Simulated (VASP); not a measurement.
SnO2:

```
CELL_PARAMETERS angstrom
4.73800 0.00000 0.00000
0.00000 4.73800 0.00000
0.00000 0.00000 3.18650
ATOMIC_POSITIONS crystal
Sn 0.00000 0.00000 0.00000
Sn 0.50000 0.50000 0.50000
O 0.30710 0.30710 0.00000
O 0.19290 0.80710 0.50000
O 0.69290 0.69290 0.00000
O 0.80710 0.19290 0.50000
```

Base run:

* Program: VASP 6.6.1
* Functional: revPBE
* Potentials or basis: VASP PAW PBE potentials, release 64 (Sn_d, O)
* Cutoff: 520 eV
* k mesh: 6 × 6 × 8
* Occupations: methfessel-paxton, width 0.05 eV
* Spin: no spin polarisation

Its results: band gap on the k mesh 1.34 eV; pressure 14.9 GPa; largest force 0.317 eV/Å.

Q: The run is repeated on the same cell with these changes: functional from revPBE to BLYP; further incar settings from ALGO = Normal; EDIFF = 1e-06; NBANDS = 35 to ALGO = Normal; EDIFF = 1e-07; NBANDS = 35. What comes out?

A: Band gap on the k mesh 1.36 eV; pressure 17.9 GPa; largest force 0.376 eV/Å.

Caveats: the cell stands under pressure; the PAW data sets were made with another functional, which shifts forces and pressure a little; spin-orbit coupling is left out, which moves the levels of the heavy elements.

